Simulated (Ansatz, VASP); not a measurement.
Two plane-wave programs on BN

```xyz
2
Lattice="0.0000 1.6125 1.6125 1.6125 0.0000 1.6125 1.6125 1.6125 0.0000" Properties=species:S:1:pos:R:3 pbc="T T T"
B     0.0000    0.0000    0.0000
N     1.6125    1.6125    1.6125
```

Change from the starting cell: volume scaled by 0.78, to set the pressure.

Alike in both runs: task single point; functional PBE; k mesh 17 × 17 × 17; occupations fermi-dirac, width 0.05 eV; no spin polarisation.

|  | VASP | Ansatz |
| --- | --- | --- |
| version | VASP 6.6.1 | Ansatz 0.2.0 |
| potentials or method | VASP PAW PBE potentials, release 64 (B, N) | PAW with Ansatz's default frozen-core files, scalar-relativistic |
| plane-wave cutoff (eV) | 600 | 420 |
| valence electrons in the cell | 8 | 8 |

Ansatz gave:

* gap on the k mesh at the Fermi level (eV): 3.25
* pressure (GPa): 151.4

Task: What did VASP give for the same quantities?

Result: gap on the k mesh at the Fermi level (eV): 3.23; pressure (GPa): 152.2.

Both programs put the cell under a high pressure, so it lies far from rest at this level. With one functional, cell and mesh, what is left measures potentials, basis and numerics.

Noted on VASP's run: the cell as given lies far from equilibrium.
